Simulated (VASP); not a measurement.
Ge2Sb2O: single point with PBE

The system is Ge2Sb2O.

```
Ge Sb O
1.0
    -2.19195    2.19195    5.25571
     2.19195   -2.19195    5.25571
     2.19195    2.19195   -5.25571
Ge Sb O
2 2 1
Direct
  0.62962 0.62962 0.00000
  0.37038 0.37038 0.00000
  0.75000 0.25000 0.50000
  0.25000 0.75000 0.50000
  0.00000 0.00000 0.00000
```

The cell was generated, and may not be a known phase.

```yaml
Program: VASP 6.6.1
Task: single point
Functional: PBE
Potentials_or_basis: VASP PAW PBE potentials, release 64 (Ge_d, Sb, O)
Cutoff: 600 eV
k_mesh: 6 × 6 × 6
Occupations: gaussian, width 0.1 eV
Spin: no spin polarisation
Dipole_correction: no
Further_INCAR_settings: ALGO = Normal; EDIFF = 1e-06; NBANDS = 30
```

```json
{
 "Pressure": "20.7 GPa",
 "Largest force": "4.360 eV/Å",
 "Band gap on the k mesh": "zero (bands 22 and 23 overlap by 1.06 eV)"
}
```

Forces in eV/Å, atoms in the order of the input:
```
Ge   0.000  0.000 -4.360
Ge   0.000  0.000  4.360
Sb   0.000  0.000  0.000
Sb   0.000  0.000  0.000
O    0.000  0.000  0.000
```

Stress tensor (GPa, compression positive):
```
29.34  0.00  0.00
 0.00 29.34  0.00
 0.00  0.00  3.48
```

Levels at points of the mesh, in eV from the Fermi level:
| k point | band 20 | band 21 | band 22 | band 23 | band 24 | band 25 |
| --- | --- | --- | --- | --- | --- | --- |
| (0.00, 0.00, 0.00) | -1.86 | -0.37 | -0.37 | 0.01 | 1.05 | 1.88 |
| (0.50, 0.00, 0.00) | -2.09 | -0.65 | -0.60 | 0.24 | 0.62 | 2.87 |
| (0.50, 0.50, 0.00) | -1.08 | -0.04 | 0.06 | 2.76 | 3.37 | 4.30 |
| (0.50, 0.50, 0.50) | -0.88 | -0.85 | -0.52 | -0.52 | -0.52 | 0.54 |

Wall time 2.4 min on 1 thread of AMD EPYC 9R45 96-Core Processor (Zen 5), on a shared host, peak memory 0.38 GiB.

Caveat: the stress differs along the axes, from 3 to 29 GPa; spin-orbit coupling is left out, which moves the levels of the heavy elements; forces of over 1 eV/Å act on the atoms, so gaps and moduli don't describe the material at rest.
